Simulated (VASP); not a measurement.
# BP in VASP: notebook

The runs below take BP through single point, relaxation of cell and atoms, with PBE, RPBE.

All numbers are computed with VASP 6.6.1; they aren't measurements. Logs are shortened: lines on timing, memory, paths and dates and some standing lists are left out, and cuts for length are marked.

**1. The cell of the first run**

The cell holds a disordered packing, 10 atoms: a = 6.919 Å, b = 4.490 Å, c = 4.386 Å, α = 90.78°, β = 81.08°, γ = 82.13°.

**2. Single point, PBE**

INCAR

```
ALGO = Normal
EDIFF = 1E-7
ENCUT = 520
GGA = PE
ISIF = 2
ISMEAR = 0
ISYM = 0
LASPH = True
LCHARG = False
LREAL = False
LWAVE = False
NBANDS = 31
NELM = 60
PREC = Accurate
SIGMA = 0.1
```

KPOINTS

```
Automatic mesh
0
Gamma
  2 3 3
  0.5 0 0
```

POSCAR

```
BP
1.0
    6.8995359680      0.3876613540      0.3404957715
    0.3685615057      4.4742451556     -0.0677175989
    0.4683860884     -0.0323714877      4.3608469746
B P
5 5
Direct
    0.4322197482      0.7359900175      0.2805941114
    0.1254355170      0.3362022625      0.5139690739
    0.8499903628      0.6751946560      0.9333648661
    0.2904569656      0.4532583457      1.1883346126
    0.8533801682      0.3910265107      0.6253784385
    0.7119652317      0.6622387032      0.3475151816
    0.7414673539      1.0202599824      0.7094004636
    0.4373884825      0.0736253682     -0.0109881393
    0.2667465428     -0.0375446111      0.6290311928
    0.1333714462      0.6001758630      0.8688554617
```

Potentials or basis: VASP PAW PBE potentials, release 64 (B, P).

Launch:

```bash
$ cat potpaw_PBE.64/B/POTCAR potpaw_PBE.64/P/POTCAR > POTCAR
$ mpirun -np 1 vasp_std > vasp.out
```

OUTCAR:

```text
EDIFF = 1E-7
   ENCUT = 520
   GGA = PE
   ISIF = 2
   ISMEAR = 0
   ISYM = 0
   LASPH = True
   LREAL = False
   NELM = 60
   PREC = Accurate

 ion  position               nearest neighbor table
   1  0.432  0.736  0.281-   4 1.79   9 1.94   6 1.99   8 2.00
   2  0.125  0.336  0.514-   4 1.82   5 1.85   9 1.94  10 1.96
   3  0.850  0.675  0.933-   5 1.84  10 1.92   6 1.92   7 1.97
   4  0.290  0.453  0.188-   1 1.79   2 1.82  10 1.97   8 1.98
   5  0.853  0.391  0.625-   3 1.84   2 1.85   7 1.95   6 2.00
   6  0.712  0.662  0.348-   3 1.92   1 1.99   5 2.00   7 2.29
   7  0.741  0.020  0.709-   5 1.95   3 1.97   8 2.25   6 2.29
   8  0.437  0.074  0.989-   4 1.98   1 2.00   9 2.20   7 2.25   9 2.95
   9  0.267  0.962  0.629-   2 1.94   1 1.94  10 2.18   8 2.20   8 2.95
  10  0.133  0.600  0.869-   3 1.92   2 1.96   4 1.97   9 2.18

IMPORTANT INFORMATION: All symmetrisations will be switched off!
NOSYMM: (Re-)initialisation of all symmetry stuff for point group C_1.

----------------------------------------------------------------------------------------

                                     Primitive cell

  volume of cell :     133.2522

  direct lattice vectors                    reciprocal lattice vectors
     6.899535968  0.387661354  0.340495771     0.146408921 -0.012299674 -0.015816666
     0.368561506  4.474245156 -0.067717599    -0.012769430  0.224599248  0.003038776
     0.468386088 -0.032371488  4.360846975    -0.011629927  0.004448060  0.230595408

  length of vectors
     6.918801578  4.489910129  4.386048310     0.147773547  0.224982477  0.230931337

  position of ions in fractional coordinates (direct lattice)
     0.432219748  0.735990018  0.280594111
     0.125435517  0.336202263  0.513969074
     0.849990363  0.675194656  0.933364866
     0.290456966  0.453258346  0.188334613
     0.853380168  0.391026511  0.625378439
     0.711965232  0.662238703  0.347515182
     0.741467354  0.020259982  0.709400464
     0.437388482  0.073625368  0.989011861
     0.266746543  0.962455389  0.629031193
     0.133371446  0.600175863  0.868855462

  ion indices of the primitive-cell ions
   primitive index   ion index
                 1           1
                 2           2
                 3           3
                 4           4
                 5           5
                 6           6
                 7           7
                 8           8
                 9           9
                10          10

----------------------------------------------------------------------------------------

 KPOINTS: Automatic mesh

Automatic generation of k-mesh.
 Grid dimensions read from file:
 generate k-points for:    2    3    3

 Generating k-lattice:

  Cartesian coordinates                     Fractional coordinates (reciprocal lattice)
     0.073204460 -0.006149837 -0.007908333     0.500000000  0.000000000  0.000000000
    -0.004256477  0.074866416  0.001012925     0.000000000  0.333333333  0.000000000
    -0.003876642  0.001482687  0.076865136     0.000000000  0.000000000  0.333333333

  Length of vectors
     0.073886773  0.074994159  0.076977112

  Shift w.r.t. Gamma in fractional coordinates (k-lattice)
     0.500000000  0.000000000  0.000000000

 Subroutine IBZKPT returns following result:
 ===========================================

 Found      9 irreducible k-points:

 Following reciprocal coordinates:
            Coordinates               Weight
  0.250000 -0.000000 -0.000000      2.000000
  0.250000  0.333333  0.000000      2.000000
 -0.250000  0.333333  0.000000      2.000000
  0.250000 -0.000000  0.333333      2.000000
 -0.250000 -0.000000  0.333333      2.000000
  0.250000  0.333333  0.333333      2.000000
 -0.250000  0.333333  0.333333      2.000000
  0.250000 -0.333333  0.333333      2.000000
 -0.250000 -0.333333  0.333333      2.000000
   k-points           NKPTS =      9   k-points in BZ     NKDIM =      9   number of bands    NBANDS=     31
   number of dos      NEDOS =    301   number of ions     NIONS =     10
   total plane-waves  NPLWV =  69984
   dimension x,y,z NGX =    54 NGY =   36 NGZ =   36
   dimension x,y,z NGXF=   108 NGYF=   72 NGZF=   72
   ions per type =               5   5
   NGX,Y,Z   is equivalent  to a cutoff of  12.98, 13.33, 13.65 a.u.
   NGXF,Y,Z  is equivalent  to a cutoff of  25.95, 26.66, 27.29 a.u.
 SYSTEM =  unknown system
   PREC   = accura    normal or accurate (medium, high low for compatibility)
   ISTART =      0    job   : 0-new  1-cont  2-samecut
   ICHARG =      2    charge: 1-file 2-atom 10-const
   ISPIN  =      1    spin polarized calculation?
   LNONCOLLINEAR =      F non collinear calculations
   LSORBIT =      F    spin-orbit coupling
   LASPH  =      T    aspherical Exc in radial PAW
   ENCUT  =  520.0 eV  38.22 Ry    6.18 a.u.  12.86  8.35  8.16*2*pi/ulx,y,z
   NELM   =     60;   NELMIN=  2; NELMDL= -5     # of ELM steps
   EDIFF  = 0.1E-06   stopping-criterion for ELM
   LREAL  =      F    real-space projection
   EDIFFG = 0.1E-05   stopping-criterion for IOM
   NSW    =      0    number of steps for IOM
   IBRION =     -1    ionic relax: 0-MD 1-quasi-New 2-CG
   NFREE  =      0    steps in history (QN), initial steepest desc. (CG)
   ISIF   =      2    stress and relaxation
   ISYM   =      0    0-nonsym 1-usesym 2-fastsym
   POTIM  = 0.5000    time-step for ionic-motion
   TEBEG  =    0.0;   TEEND  =   0.0 temperature during run
   PSTRESS=    0.0 pullay stress
   NELECT =      40.0000    total number of electrons
   NUPDOWN=      -1.0000    fix difference up-down
   EMIN   =  10.00;   EMAX   =-10.00  energy-range for DOS
   EFERMI =   0.00;   METHOD = LEGACY
   ISMEAR =     0;   SIGMA  =   0.10  broadening in eV -4-tet -1-fermi 0-gaus
   EFERMI_NEDOS =   21; number of points for ismear=-14 and -15
   IALGO  =     38    algorithm
   IMIX   =      4    mixing-type and parameters
     AMIX     =   0.40;   BMIX     =  1.00
     AMIX_MAG =   1.60;   BMIX_MAG =  1.00
  volume/ion in A,a.u.               =      13.33        89.92
  Fermi-wavevector in a.u.,A,eV,Ry     =   1.096150  2.071424 16.348016  1.201545
  Thomas-Fermi vector in A             =   2.232487
   LORBIT       =      0    0 simple, 1 ext, 2 COOP (PROOUT), +10 PAW based schemes
   GGA     = PE    functional components
   LHFCALC =     F    Hartree Fock is set to
   AEXX    =    0.0000 exact exchange contribution
   IVDW    =     0    specifies the selected vdW correction
   LEPSILON=     F    determine dielectric tensor
   LRPA    =     F    only Hartree local field effects (RPA)
 non-spin polarized calculation
 Gauss-broadening in eV      SIGMA  =   0.10
  energy-cutoff  :      520.00
  volume of cell :      133.25
 maximum number of plane-waves:      3603
 NGX is ok and might be reduce to    54
   NGX = 25   NGY = 17   NGZ = 17

 number of electron      39.9999999 magnetization

 Free energy of the ion-electron system (eV)
  ---------------------------------------------------
  ext. energy  EPLUGINS =         0.00000000
  ---------------------------------------------------
  free energy    TOTEN  =       -60.58539852 eV

  energy without entropy =      -60.58539852  energy(sigma->0) =      -60.58539852

 E-fermi :   5.8589     XC(G=0): -10.1172

 val. band max:        5.4020448094   @ k =  -0.2500  -0.3333   0.3333
 cond. band min:       7.0004464147   @ k =   0.2500   0.3333   0.0000
 fundamental gap:      1.5984016053
 Fermi energy:         5.8588669305

 k-point     1 :       0.2500   -0.0000   -0.0000
  band No.  band energies     occupation
      1      -9.2735      2.00000
      2      -7.9271      2.00000
      3      -5.4550      2.00000
      4      -4.1471      2.00000
      5      -3.2584      2.00000
      6      -2.0971      2.00000
[... 23 lines left out ...]
     30      11.5667      0.00000
     31      12.0225      0.00000

 k-point     2 :       0.2500    0.3333    0.0000
  band No.  band energies     occupation
      1      -8.8656      2.00000
      2      -7.3029      2.00000
      3      -6.3905      2.00000
      4      -5.0855      2.00000
      5      -3.9744      2.00000
      6      -2.0463      2.00000
[... 23 lines left out ...]
     30      11.8294      0.00000
     31      12.2910      0.00000

 k-point     3 :      -0.2500    0.3333    0.0000
  band No.  band energies     occupation
      1      -8.7458      2.00000
      2      -7.7196      2.00000
      3      -6.1529      2.00000
      4      -4.8832      2.00000
      5      -3.4714      2.00000
      6      -2.8737      2.00000
[... 23 lines left out ...]
     30      11.5196      0.00000
     31      11.9626      0.00000

 k-point     4 :       0.2500   -0.0000    0.3333
  band No.  band energies     occupation
      1      -8.7480      2.00000
      2      -7.3324      2.00000
      3      -6.2371      2.00000
      4      -5.3161      2.00000
      5      -4.1379      2.00000
      6      -1.9670      2.00000
[... 23 lines left out ...]
     30      11.7921      0.00000
     31      12.2558      0.00000

 k-point     5 :      -0.2500   -0.0000    0.3333
  band No.  band energies     occupation
      1      -8.6423      2.00000
      2      -7.5943      2.00000
      3      -6.3937      2.00000
      4      -4.6213      2.00000
      5      -4.2235      2.00000
      6      -2.0502      2.00000
[... 23 lines left out ...]
     30      11.6231      0.00000
     31      12.2100      0.00000

 k-point     6 :       0.2500    0.3333    0.3333
  band No.  band energies     occupation
      1      -8.3203      2.00000
      2      -6.7583      2.00000
      3      -6.2992      2.00000
      4      -5.7058      2.00000
      5      -4.5327      2.00000
      6      -3.3138      2.00000
[... 23 lines left out ...]
     30      11.8086      0.00000
     31      12.1369      0.00000

 k-point     7 :      -0.2500    0.3333    0.3333
  band No.  band energies     occupation
      1      -8.1173      2.00000
      2      -7.3586      2.00000
      3      -6.1347      2.00000
      4      -5.5656      2.00000
      5      -4.3236      2.00000
      6      -3.2767      2.00000
[... 23 lines left out ...]
     30      11.4500      0.00000
     31      11.9714      0.00000

 k-point     8 :       0.2500   -0.3333    0.3333
  band No.  band energies     occupation
      1      -8.2293      2.00000
      2      -7.1002      2.00000
      3      -6.2724      2.00000
      4      -5.5237      2.00000
      5      -4.4683      2.00000
      6      -2.9967      2.00000
[... 23 lines left out ...]
     30      11.8819      0.00000
     31      12.1139      0.00000

 k-point     9 :      -0.2500   -0.3333    0.3333
  band No.  band energies     occupation
      1      -8.2433      2.00000
      2      -7.0540      2.00000
      3      -6.2398      2.00000
      4      -5.6138      2.00000
      5      -4.3758      2.00000
      6      -3.4297      2.00000
[... 23 lines left out ...]
     30      11.7086      0.00000
     31      12.1849      0.00000

------------------------ aborting loop because EDIFF is reached ----------------------------------------

  FORCE on cell =-STRESS in cart. coord.  units (eV):
  Direction    XX          YY          ZZ          XY          YZ          ZX
  --------------------------------------------------------------------------------------
  -------------------------------------------------------------------------------------
  Total       -0.1884041     -0.1518599     -0.1733663     -0.0411828     -0.0028398      0.0050940
  in kB       -2.2653054     -1.8259100     -2.0844956     -0.4951675     -0.0341450      0.0612490
  external PRESSURE =      -2.0585703 kB  Pullay stress =       0.0000000 kB

 VOLUME and BASIS-vectors are now :
 -----------------------------------------------------------------------------
  energy-cutoff  :      520.00
  volume of cell :      133.25
      direct lattice vectors                 reciprocal lattice vectors
     6.899535968  0.387661354  0.340495771     0.146408921 -0.012299674 -0.015816666
     0.368561506  4.474245156 -0.067717599    -0.012769430  0.224599248  0.003038776
     0.468386088 -0.032371488  4.360846975    -0.011629927  0.004448060  0.230595408

 POSITION                                       TOTAL-FORCE (eV/Angst)
 -----------------------------------------------------------------------------------
      3.38480      3.45147      1.32096         0.011046      0.006297      0.000452
      1.23009      1.53624      2.26128         0.000902     -0.004235      0.008349
      6.55056      3.32028      4.31396         0.005537     -0.004624      0.008609
      2.25929      2.13449      0.88950         0.002560      0.004667     -0.002800
      6.32496      2.06013      2.99127        -0.000238     -0.002090      0.005671
      5.31908      3.22777      1.71304        -0.001842      0.020096     -0.000134
      5.45552      0.35512      3.34468        -0.030793     -0.008811     -0.001423
      3.50815      0.46696      4.45687        -0.005029     -0.015603     -0.041581
      2.48978      4.38931      2.76876         0.012863     -0.028465      0.047896
      1.54836      2.70891      3.79372         0.004994      0.032767     -0.025038
 -----------------------------------------------------------------------------------
    total drift:                                0.000089     -0.000038     -0.000007

  FREE ENERGIE OF THE ION-ELECTRON SYSTEM (eV)
  ---------------------------------------------------
  free  energy   TOTEN  =       -60.5853985248 eV

  energy  without entropy=      -60.5853985248  energy(sigma->0) =      -60.58539852
```

Wall time 71 s (1 thread of AMD EPYC 9R14 (Zen 4), shared host); peak memory 0.2 GiB.

Results:

| Property | Result |
| --- | --- |
| Free energy | -60.5854 eV |
| Pressure | -0.2 GPa |
| Largest force | 0.057 eV/Å |
| Band gap on the k mesh | 1.60 eV (least direct gap 1.88 eV) |

Forces on the atoms (eV/Å):
```
B    0.011  0.006  0.000
B    0.001 -0.004  0.008
B    0.006 -0.005  0.009
B    0.003  0.005 -0.003
B    0.000 -0.002  0.006
P   -0.002  0.020  0.000
P   -0.031 -0.009 -0.001
P   -0.005 -0.016 -0.042
P    0.013 -0.028  0.048
P    0.005  0.033 -0.025
```

Caveat: the k points lie up to 0.48 Å⁻¹ apart.

**3. Relaxation of cell and atoms, PBE**

This run uses another cell than the first one, of 12.70 Å³/atom.

INCAR

```
ALGO     = Normal         # electronic algorithm
EDIFF    = 1E-7           # SCF threshold, eV
EDIFFG   = -0.04          # ionic threshold
ENCUT    = 600            # plane-wave cutoff, eV
GGA      = PE             # functional
IBRION   = 2              # ionic algorithm
ISIF     = 3              # what is computed and relaxed
ISMEAR   = 0              # smearing method
ISYM     = 0            
LASPH    = T              # aspherical terms in the spheres
LCHARG   = F              # write CHGCAR
LREAL    = F              # projectors in reciprocal space
LWAVE    = F              # write WAVECAR
NELM     = 100            # most SCF steps
NSW      = 90             # ionic steps
PREC     = Accurate       # precision mode
SIGMA    = 0.1            # smearing width, eV
```

KPOINTS is that of step 2.

POSCAR

```
BP
1.0
    5.7273390000      0.0525450000      0.4273800000
    0.0525450000      4.9264280000      0.1313170000
    0.4273800000      0.1313170000      4.5375410000
B P
5 5
Direct
    0.3456514888      0.8576999912      0.2561745754
    0.1719186336      0.1951362888      0.3750715100
    0.7732366853      0.5629571205      0.9752896099
    0.2964488289      0.5207971027      0.9082714876
    0.9592359907      0.2804508737      0.6799598146
    0.7783433913      0.4566739239      0.4056875360
    0.6708097443      0.9162481438      0.5982824720
    0.5310956258      0.1818507226      0.1568872384
    0.2823271194      0.1179773695      0.7540902256
    0.0333543107      0.8206355614      0.9757407933
```

Potentials or basis: VASP PAW PBE potentials, release 64 (B, P).

Launch:

```bash
$ cat potpaw_PBE.64/B/POTCAR potpaw_PBE.64/P/POTCAR > POTCAR
$ mpirun -np 1 vasp_std > vasp.out
```

It took 29 min on 1 thread of AMD EPYC 9R14 (Zen 4), shared host; peak memory 0.22 GiB.

The run converged. Its results:

| Quantity | Value |
| --- | --- |
| Free energy | -57.3445 eV |
| Relaxed volume | 12.70 Å³/atom |
| Relaxed cell | a = 7.578 Å, b = 3.778 Å, c = 4.676 Å, α = 94.22°, β = 72.09°, γ = 92.94° |
| Space group after relaxing (to 0.1 Å) | P1 (No. 1) |
| Energy gained by relaxing | 903.5 meV/atom |
| Ionic steps | 73 |
| Pressure after relaxing | 0.1 GPa |
| Largest force after relaxing | 0.037 eV/Å |
| Band gap on the k mesh | zero (bands 20 and 21 overlap by 0.53 eV) |

Forces on the atoms (eV/Å):
```
B   -0.010 -0.012 -0.003
B    0.004  0.006  0.029
B    0.006  0.013  0.011
B   -0.019 -0.003 -0.015
B    0.002  0.010  0.025
P    0.000  0.002  0.001
P   -0.012 -0.004 -0.025
P    0.022 -0.021 -0.021
P   -0.004  0.008 -0.011
P    0.013  0.000  0.007
```

Stress tensor (GPa, compression positive):
```
 0.08  0.00 -0.07
 0.00  0.05  0.05
-0.07  0.05  0.08
```

Step by step:
```csv
step,energy change (eV),largest force (eV/Å),pressure (GPa),volume (Å³)
1,0.0000,2.0916,-5.94,127.02
3,-2.0921,2.7708,8.31,113.90
5,-3.2849,4.5920,9.81,116.24
7,-4.8627,2.3339,-0.04,125.19
9,-5.1891,1.6310,-1.63,126.32
11,-5.7408,1.4568,-4.36,127.70
13,-6.1824,1.2976,3.36,120.44
15,-6.5074,0.8833,0.58,123.38
17,-6.7089,0.7826,-1.77,126.97
19,-6.9378,0.9951,3.06,124.93
21,-7.3960,1.5687,-0.14,130.69
23,-7.4719,1.5477,-0.82,132.47
25,-7.7587,1.8948,-2.59,135.63
27,-8.2495,0.9200,-0.25,132.35
29,-8.3872,0.7241,0.27,131.33
31,-8.5399,0.5643,-0.39,131.05
33,-8.6419,0.4405,-0.13,129.96
35,-8.7193,0.3966,0.49,128.61
37,-8.7825,0.3345,-0.59,128.94
39,-8.8314,0.2901,-0.07,127.67
41,-8.8665,0.2593,0.13,126.38
43,-8.8930,0.2527,-0.45,126.02
45,-8.9085,0.1805,0.27,125.11
47,-8.9193,0.1211,0.32,125.02
49,-8.9261,0.1215,-0.13,125.47
51,-8.9326,0.1603,-0.21,125.68
53,-8.9416,0.3262,0.65,125.12
55,-8.9481,0.2636,0.34,125.35
57,-8.9709,0.3146,0.01,125.90
59,-8.9848,0.2119,0.00,125.91
61,-9.0004,0.1431,0.00,126.04
63,-9.0106,0.1315,0.18,126.07
65,-9.0185,0.1357,-0.04,126.58
67,-9.0265,0.1245,-0.03,126.90
69,-9.0316,0.1028,0.07,126.99
71,-9.0339,0.0568,-0.18,127.24
73,-9.0345,0.0368,0.07,126.99
```

Final structure:
```
B P
1.0
     7.53124   -0.24058    0.81004
    -0.05888    3.77485   -0.14457
     0.95014   -0.15403    4.57592
B P
5 5
Direct
  0.19537 0.77122 0.22752
  0.11411 0.16794 0.36654
  0.87825 0.61406 0.87219
  0.32306 0.40683 0.15988
  0.89320 0.28646 0.55725
  0.76282 0.51604 0.30004
  0.72396 0.89536 0.71639
  0.50915 0.19532 0.29403
  0.30811 0.28969 0.74843
  0.13441 0.76752 0.84318
```

Levels at points of the mesh, in eV from the Fermi level:
| k point | band 17 | band 18 | band 19 | band 20 | band 21 | band 22 | band 23 | band 24 |
| --- | --- | --- | --- | --- | --- | --- | --- | --- |
| (0.25, 0.00, 0.00) | -2.37 | -1.99 | -1.51 | -0.93 | 0.33 | 1.20 | 1.97 | 2.34 |

Caveat: the k points lie up to 0.56 Å⁻¹ apart in the final cell, too coarse for converged energies and pressures of a metal; a cell axis changed by over 15 % at a fixed basis, so the end point is rough.

[end of part 1 of 2]
